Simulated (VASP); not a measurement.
**W: single point with PBEsol**

The system is W.

```xyz
1
Lattice="-1.5973 1.5973 1.6612 1.5973 -1.5973 1.6612 1.5973 1.5973 -1.6612" Properties=species:S:1:pos:R:3 pbc="T T T"
W     0.0000    0.0000    0.0000
```

This cell differs from its parent crystal: strain +0.000 along x and y, +0.040 along z.

```json
{"Program": "VASP 6.6.1", "Task": "single point", "Functional": "PBEsol", "Potentials or basis": "VASP PAW PBE potentials, release 64 (W_sv)", "Cutoff": "520 eV", "k mesh": "20 × 20 × 20", "Occupations": "gaussian, width 0.15 eV", "Spin": "no spin polarisation", "Dipole correction": "no", "Further INCAR settings": "ALGO = Fast; EDIFF = 1e-06; NBANDS = 13"}
```

```json
{
  "Pressure": "-20.7 GPa",
  "Band gap on the k mesh": "zero (band 7 reaches 14.93 eV, above the bottom of band 8 at 9.46 eV)"
}
```

Stress tensor (GPa, compression positive):
```
-17.08   0.00   0.00
  0.00 -17.08   0.00
  0.00   0.00 -28.07
```

Levels at points of the mesh, in eV from the Fermi level:
```
           k point  band 5  band 6  band 7  band 8  band 9  band 10
(0.00, 0.00, 0.00)   -9.29   -1.28   -1.28   -0.82    1.74     2.35
(0.50, 0.00, 0.00)   -5.89   -3.10    0.39    1.61    2.82     5.51
(0.50, 0.50, 0.00)   -5.86   -3.59    0.67    2.33    3.04     5.63
(0.50, 0.50, 0.50)   -5.40   -5.29    4.59    4.74    4.74     7.03
```

It took 3.1 min on 1 thread of AMD EPYC 7R13 Processor (Zen 3) (shared host), peak memory 0.21 GiB.

Caveat: the cell differs from its parent crystal (strain +0.000 along x and y, +0.040 along z); the PAW data sets were made with another functional, which shifts forces and pressure a little; spin-orbit coupling is left out, which moves the levels of the heavy elements.
